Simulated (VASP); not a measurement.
# Mg (Fm-3m) in VASP: a series of runs

Mg is run at these levels: LDA; tasks: single point.

Program: VASP 6.6.1. These are calculated values, not measurements. Logs are shortened: lines on timing, memory, paths and dates and some standing lists are left out, and cuts for length are marked.

### Step 1. The cell of the first run

Symmetry: Fm-3m, No. 225, cubic system. The conventional cell has a = 4.398 Å, b = 4.398 Å, c = 4.398 Å, α = 90.00°, β = 90.00°, γ = 90.00°. Within 4.1 Å of Mg (site symmetry m-3m) lie 12 Mg at 3.11 Å.

This isn't the form of Mg at room conditions, which is hcp.

### Step 2. Single point, LDA (21.26 Å³/atom)

INCAR

```
SYSTEM = Mg
PREC = Accurate
ENCUT = 520
EDIFF = 1E-6
ISMEAR = -1
SIGMA = 0.03
LREAL = .False.
LASPH = .True.
NELM = 60
ALGO = Normal
ISIF = 2
LWAVE = .False.
LCHARG = .False.
NBANDS = 7
```

KPOINTS

```
Automatic mesh
0
Gamma
  16 16 16
  0 0 0
```

POSCAR

```
Mg
1.0
    0.0000000000      2.1988317276      2.1988317276
    2.1988317276      0.0000000000      2.1988317276
    2.1988317276      2.1988317276      0.0000000000
Mg
1
Direct
    0.0000000000      0.0000000000      0.0000000000
```

Potentials or basis: VASP PAW LDA potentials, release 64 (Mg).

Started as:

```
$ cat potpaw_LDA.64/Mg/POTCAR > POTCAR
$ mpirun -np 1 vasp_std > vasp.out
```

OUTCAR:

```text
SYSTEM = Mg
   PREC = Accurate
   ENCUT = 520
   EDIFF = 1E-6
   ISMEAR = -1
   LREAL = .False.
   LASPH = .True.
   NELM = 60
   ISIF = 2

 ion  position               nearest neighbor table
   1  0.000  0.000  0.000-

  LATTYP: Found a face centered cubic cell.
 ALAT       =     4.3976634552

  Lattice vectors:

 A1 = (   0.0000000000,   2.1988317276,   2.1988317276)
 A2 = (   2.1988317276,   0.0000000000,   2.1988317276)
 A3 = (   2.1988317276,   2.1988317276,   0.0000000000)

Analysis of symmetry for initial positions (statically):
=====================================================================
 Subroutine PRICEL returns:
 Original cell was already a primitive cell.

 Routine SETGRP: Setting up the symmetry group for a
 face centered cubic supercell.

 Subroutine GETGRP returns: Found 48 space group operations
 (whereof 48 operations were pure point group operations)
 out of a pool of 48 trial point group operations.

The static configuration has the point symmetry O_h .

Analysis of symmetry for dynamics (positions and initial velocities):
=====================================================================
 Subroutine PRICEL returns:
 Original cell was already a primitive cell.

 Routine SETGRP: Setting up the symmetry group for a
 face centered cubic supercell.

 Subroutine GETGRP returns: Found 48 space group operations
 (whereof 48 operations were pure point group operations)
 out of a pool of 48 trial point group operations.

The dynamic configuration has the point symmetry O_h .

 Subroutine INISYM returns: Found 48 space group operations
 (whereof 48 operations are pure point group operations),
 and found     1 'primitive' translations

----------------------------------------------------------------------------------------

                                     Primitive cell

  volume of cell :      21.2621

  direct lattice vectors                    reciprocal lattice vectors
     0.000000000  2.198831728  2.198831728    -0.227393481  0.227393481  0.227393481
     2.198831728  0.000000000  2.198831728     0.227393481 -0.227393481  0.227393481
     2.198831728  2.198831728  0.000000000     0.227393481  0.227393481 -0.227393481

  length of vectors
     3.109617651  3.109617651  3.109617651     0.393857062  0.393857062  0.393857062

  position of ions in fractional coordinates (direct lattice)
     0.000000000  0.000000000  0.000000000

[... 74 lines left out ...]
   NELM   =     60;   NELMIN=  2; NELMDL= -5     # of ELM steps
   EDIFF  = 0.1E-05   stopping-criterion for ELM
   LREAL  =      F    real-space projection
   EDIFFG = 0.1E-04   stopping-criterion for IOM
   NSW    =      0    number of steps for IOM
   IBRION =     -1    ionic relax: 0-MD 1-quasi-New 2-CG
   NFREE  =      0    steps in history (QN), initial steepest desc. (CG)
   ISIF   =      2    stress and relaxation
   ISYM   =      2    0-nonsym 1-usesym 2-fastsym
   POTIM  = 0.5000    time-step for ionic-motion
   TEBEG  =    0.0;   TEEND  =   0.0 temperature during run
   PSTRESS=    0.0 pullay stress
   NELECT =       2.0000    total number of electrons
   NUPDOWN=      -1.0000    fix difference up-down
   EMIN   =  10.00;   EMAX   =-10.00  energy-range for DOS
   EFERMI =   0.00;   METHOD = LEGACY
   ISMEAR =    -1;   SIGMA  =   0.03  broadening in eV -4-tet -1-fermi 0-gaus
   EFERMI_NEDOS =   21; number of points for ismear=-14 and -15
   IALGO  =     38    algorithm
   IMIX   =      4    mixing-type and parameters
     AMIX     =   0.40;   BMIX     =  1.00
     AMIX_MAG =   1.60;   BMIX_MAG =  1.00
  volume/ion in A,a.u.               =      21.26       143.48
  Fermi-wavevector in a.u.,A,eV,Ry     =   0.744531  1.406960  7.542070  0.554327
  Thomas-Fermi vector in A             =   1.839905
   LORBIT       =      0    0 simple, 1 ext, 2 COOP (PROOUT), +10 PAW based schemes
   GGA     = CA    functional components
   LHFCALC =     F    Hartree Fock is set to
   AEXX    =    0.0000 exact exchange contribution
   IVDW    =     0    specifies the selected vdW correction
   LEPSILON=     F    determine dielectric tensor
   LRPA    =     F    only Hartree local field effects (RPA)
 non-spin polarized calculation
  energy-cutoff  :      520.00
  volume of cell :       21.26
 maximum number of plane-waves:       588
   NGX = 11   NGY = 11   NGZ = 11

 number of electron       2.0000000 magnetization

 Free energy of the ion-electron system (eV)
  ---------------------------------------------------
  ext. energy  EPLUGINS =         0.00000000
  ---------------------------------------------------
  free energy    TOTEN  =        -1.79461174 eV

  energy without entropy =       -1.79266222  energy(sigma->0) =       -1.79363698

 E-fermi :   2.8491     XC(G=0):  -8.9308

 val. band max:        2.8478537206   @ k =  -0.4375   0.4375   0.0000
 cond. band min:       2.8491756009   @ k =  -0.3750   0.4375   0.1250
 fundamental gap:      0.0013218803
 Fermi energy:         2.8490791875

 k-point     1 :       0.0000    0.0000    0.0000
  band No.  band energies     occupation
      1      -4.3768      2.00000
      2      15.6462      0.00000
      3      15.6462      0.00000
      4      15.6462      0.00000
      5      17.8708      0.00000
      6      17.8708      0.00000
      7      17.8708      0.00000
[... 221 lines left out ...]
 k-point    24 :      -0.0625    0.0625    0.0000
  band No.  band energies     occupation
      1      -4.1335      2.00000
      2      13.2905      0.00000
      3      14.1635      0.00000
      4      15.8823      0.00000
      5      18.0360      0.00000
      6      18.2277      0.00000
      7      18.8098      0.00000

 [... further k-points ...]

------------------------ aborting loop because EDIFF is reached ----------------------------------------

  FORCE on cell =-STRESS in cart. coord.  units (eV):
  Direction    XX          YY          ZZ          XY          YZ          ZX
  --------------------------------------------------------------------------------------
  -------------------------------------------------------------------------------------
  Total        0.0878189      0.0878189      0.0878189     -0.0000000      0.0000000      0.0000000
  in kB        6.6174828      6.6174828      6.6174828     -0.0000000      0.0000000      0.0000000
  external PRESSURE =       6.6174828 kB  Pullay stress =       0.0000000 kB

 VOLUME and BASIS-vectors are now :
 -----------------------------------------------------------------------------
  energy-cutoff  :      520.00
  volume of cell :       21.26
      direct lattice vectors                 reciprocal lattice vectors
     0.000000000  2.198831728  2.198831728    -0.227393481  0.227393481  0.227393481
     2.198831728  0.000000000  2.198831728     0.227393481 -0.227393481  0.227393481
     2.198831728  2.198831728  0.000000000     0.227393481  0.227393481 -0.227393481

 POSITION                                       TOTAL-FORCE (eV/Angst)
 -----------------------------------------------------------------------------------
      0.00000      0.00000      0.00000         0.000000      0.000000      0.000000
 -----------------------------------------------------------------------------------
    total drift:                                0.000000     -0.000000     -0.000000

  FREE ENERGIE OF THE ION-ELECTRON SYSTEM (eV)
  ---------------------------------------------------
  free  energy   TOTEN  =        -1.7946117415 eV

  energy  without entropy=       -1.7926622212  energy(sigma->0) =       -1.79363698
```

OSZICAR:

```text
N       E                     dE             d eps       ncg     rms          rms(c)
DAV:   1    -0.116140391461E+01   -0.11614E+01   -0.81477E+02  2261   0.198E+02
DAV:   2    -0.180250744891E+01   -0.64110E+00   -0.62746E+00  2681   0.114E+01
DAV:   3    -0.180531366331E+01   -0.28062E-02   -0.28026E-02  2772   0.815E-01
DAV:   4    -0.180531654686E+01   -0.28835E-05   -0.28832E-05  3066   0.194E-02
DAV:   5    -0.180531654826E+01   -0.14040E-08   -0.15470E-08  2695   0.308E-04    0.633E-01
DAV:   6    -0.179924191530E+01    0.60746E-02   -0.41333E-04  2751   0.868E-02    0.401E-01
DAV:   7    -0.179461581310E+01    0.46261E-02   -0.14359E-03  2527   0.159E-01    0.208E-02
DAV:   8    -0.179461205274E+01    0.37604E-05   -0.92506E-06  3108   0.160E-02    0.449E-03
DAV:   9    -0.179461174146E+01    0.31127E-06   -0.25611E-07  2506   0.222E-03
   1 F= -.17946117E+01 E0= -.17936370E+01  d E =-.194952E-02
```

Wall time 7.4 s (1 thread of Intel Xeon Platinum 8259CL at 2.50GHz (Skylake/Cascade Lake), shared host); peak memory 0.14 GiB.

What came out:

| Quantity | Value |
| --- | --- |
| Free energy | -1.7946 eV |
| Pressure | 0.7 GPa |
| Band gap on the k mesh | zero (bands 1 and 2 overlap by 2.81 eV) |

Levels at points of the mesh, in eV from the Fermi level:
```csv
k point,band 1,band 2,band 3,band 4,band 5,band 6
"(0.00, 0.00, 0.00)",-7.23,12.80,12.80,12.80,15.02,15.02
"(0.50, 0.00, 0.00)",-1.78,-1.30,11.67,11.67,12.71,12.71
"(0.50, 0.50, 0.00)",-0.22,0.85,6.28,7.31,7.31,10.41
```

### Step 3. Single point, LDA (21.25 Å³/atom)

INCAR

```
SYSTEM = Mg
ALGO = Normal
EDIFF = 1E-6
ENCUT = 520
ISIF = 2
ISMEAR = -1
LASPH = .True.
LCHARG = .True.
LELF = .True.
LREAL = .False.
LVHAR = .True.
LWAVE = .False.
NBANDS = 7
NELM = 100
PREC = Accurate
SIGMA = 0.03
```

KPOINTS

```
k-points
0
Gamma
  16 16 16
  0 0 0
```

POSCAR

```
Mg
1.0
    0.0000000000      2.1984420020      2.1984420020
    2.1984420020      0.0000000000      2.1984420020
    2.1984420020      2.1984420020      0.0000000000
Mg
1
Direct
    0.0000000000      0.0000000000      0.0000000000
```

Potentials or basis: VASP PAW LDA potentials, release 64 (Mg).

Started as:

```
$ cat potpaw_LDA.64/Mg/POTCAR > POTCAR
$ mpirun -np 1 vasp_std > vasp.out
```

Run time: 8 s. Hardware: 1 thread of Intel Xeon Platinum 8259CL at 2.50GHz (Skylake/Cascade Lake), shared host; peak memory 0.14 GiB.

It converged, with:

```yaml
Free_energy: -1.7946 eV
Pressure: 0.7 GPa
Band_gap_on_the_k_mesh: zero (bands 1 and 2 overlap by 2.81 eV)
```

Levels at points of the mesh, in eV from the Fermi level:
```csv
k point,band 1,band 2,band 3,band 4
"(0.00, 0.00, 0.00)",-7.23,12.80,12.80,12.80
"(0.50, 0.00, 0.00)",-1.78,-1.30,11.68,11.68
"(0.50, 0.50, 0.00)",-0.22,0.85,6.28,7.31
```

### Step 4. Single point, LDA (22.16 Å³/atom)

This run uses another cell than the first one, of 22.16 Å³/atom.

INCAR

```
PREC     = Accurate       # precision mode
ENCUT    = 520            # plane-wave cutoff, eV
EDIFF    = 1E-6           # SCF threshold, eV
ISMEAR   = -1             # smearing method
SIGMA    = 0.03           # smearing width, eV
LREAL    = F              # projectors in reciprocal space
LASPH    = T              # aspherical terms in the spheres
NELM     = 100            # most SCF steps
ALGO     = Normal         # electronic algorithm
ISIF     = 2              # what is computed and relaxed
LWAVE    = F              # write WAVECAR
LCHARG   = F              # write CHGCAR
GGA      = CA             # functional
NBANDS   = 7              # bands
```

KPOINTS

```
Automatic mesh
0
Gamma
  16 16 16
```

POSCAR

```
Mg
1.0
    0.0000000000      2.2291934254      2.2291934254
    2.2291934254      0.0000000000      2.2291934254
    2.2291934254      2.2291934254      0.0000000000
Mg
1
Direct
    0.0000000000      0.0000000000      0.0000000000
```

Started as:

```
$ cat potpaw_LDA.64/Mg/POTCAR > POTCAR
$ mpirun -np 1 vasp_std > vasp.out
```

Wall time 7.6 s (1 thread of Intel Xeon Platinum 8259CL at 2.50GHz (Skylake/Cascade Lake), shared host); peak memory 0.14 GiB.

The run converged. Its results:

```
Free energy            : -1.7937 eV
Pressure               : -1.0 GPa
Band gap on the k mesh : zero (bands 1 and 2 overlap by 2.79 eV)
```

Levels at points of the mesh, in eV from the Fermi level:
```tsv
k point	band 1	band 2	band 3	band 4	band 5	band 6
(0.00, 0.00, 0.00)	-7.05	12.54	12.54	12.54	14.53	14.53
(0.50, 0.00, 0.00)	-1.71	-1.30	11.45	11.45	12.28	12.28
(0.50, 0.50, 0.00)	-0.20	0.83	6.20	7.08	7.08	10.00
```

### Step 5. Single point, LDA

This run uses another cell than the first one, of 22.61 Å³/atom.

INCAR

```
PREC = Accurate ; ENCUT = 520
EDIFF = 1E-6 ; ISMEAR = -1
SIGMA = 0.03 ; LREAL = False
LASPH = True ; NELM = 80
ALGO = Normal ; ISIF = 2
LWAVE = False ; LCHARG = False
GGA = CA ; NBANDS = 7
```

KPOINTS

```
regular mesh
0
Gamma
  16 16 16
```

POSCAR

```
Mg
1.0
    0.0000000000      2.2442560000      2.2442560000
    2.2442560000      0.0000000000      2.2442560000
    2.2442560000      2.2442560000      0.0000000000
Mg
1
Direct
    0.0000000000      0.0000000000      0.0000000000
```

Potentials or basis: VASP PAW LDA potentials, release 64 (Mg).

Started as:

```
$ cat potpaw_LDA.64/Mg/POTCAR > POTCAR
$ mpirun -np 1 vasp_std > vasp.out
```

OUTCAR:

```text
PREC = Accurate
   ENCUT = 520
   EDIFF = 1E-6
   ISMEAR = -1
   LREAL = False
   LASPH = True
   NELM = 80
   ISIF = 2
   GGA = CA

 ion  position               nearest neighbor table
   1  0.000  0.000  0.000-

  LATTYP: Found a face centered cubic cell.
 ALAT       =     4.4885120000

  Lattice vectors:

 A1 = (   0.0000000000,   2.2442560000,   2.2442560000)
 A2 = (   2.2442560000,   0.0000000000,   2.2442560000)
[... 188 lines left out ...]
      7      16.8139      0.00000
[... 221 lines left out ...]
 k-point    24 :      -0.0625    0.0625    0.0000
  band No.  band energies     occupation
      1      -4.2031      2.00000
      2      12.6290      0.00000
      3      13.4131      0.00000
      4      15.1632      0.00000
      5      16.9826      0.00000
      6      17.2637      0.00000
      7      17.8366      0.00000

 [... further k-points ...]
[... 5 lines left out ...]
  --------------------------------------------------------------------------------------
  -------------------------------------------------------------------------------------
  Total       -0.2339212     -0.2339212     -0.2339212     -0.0000000     -0.0000000      0.0000000
  in kB      -16.5780312    -16.5780312    -16.5780312     -0.0000000     -0.0000000      0.0000000
  external PRESSURE =     -16.5780312 kB  Pullay stress =       0.0000000 kB

 VOLUME and BASIS-vectors are now :
 -----------------------------------------------------------------------------
  energy-cutoff  :      520.00
  volume of cell :       22.61
      direct lattice vectors                 reciprocal lattice vectors
     0.000000000  2.244256000  2.244256000    -0.222790983  0.222790983  0.222790983
     2.244256000  0.000000000  2.244256000     0.222790983 -0.222790983  0.222790983
     2.244256000  2.244256000  0.000000000     0.222790983  0.222790983 -0.222790983

 POSITION                                       TOTAL-FORCE (eV/Angst)
 -----------------------------------------------------------------------------------
      0.00000      0.00000      0.00000         0.000000      0.000000      0.000000
 -----------------------------------------------------------------------------------
    total drift:                                0.000000     -0.000000     -0.000000

  FREE ENERGIE OF THE ION-ELECTRON SYSTEM (eV)
  ---------------------------------------------------
  free  energy   TOTEN  =        -1.7899576344 eV

  energy  without entropy=       -1.7882725406  energy(sigma->0) =       -1.78911509
```

Wall time 7.5 s (1 thread of Intel Xeon Platinum 8259CL at 2.50GHz (Skylake/Cascade Lake), shared host); peak memory 0.14 GiB.

Results:

```
Free energy            : -1.7900 eV
Pressure               : -1.7 GPa
Band gap on the k mesh : zero (bands 1 and 2 overlap by 2.78 eV)
```

Levels at points of the mesh, in eV from the Fermi level:
```tsv
k point	band 1	band 2	band 3	band 4	band 5
(0.00, 0.00, 0.00)	-6.96	12.41	12.41	12.41	14.29
(0.50, 0.00, 0.00)	-1.68	-1.31	11.34	11.34	12.08
(0.50, 0.50, 0.00)	-0.20	0.81	6.17	6.97	6.97
```

### Step 6. Summary

| cell | gap on the mesh (eV) | pressure (GPa) |
| --- | --- | --- |
| a = 3.110 Å, angles 60.0°, 1 atom | none | 0.7 |
| a = 3.109 Å, angles 60.0°, 1 atom | none | 0.7 |
| a = 3.153 Å, angles 60.0°, 1 atom | none | -1.0 |
| a = 3.174 Å, angles 60.0°, 1 atom | none | -1.7 |

Alike in all rows: task single point; level LDA; potentials or basis VASP PAW LDA potentials, release 64 (Mg); no spin polarisation; k mesh 16 × 16 × 16; cutoff (eV) 520; smearing fermi-dirac 0.03 eV.

Absolute energies hang on the potentials; compare differences alone.
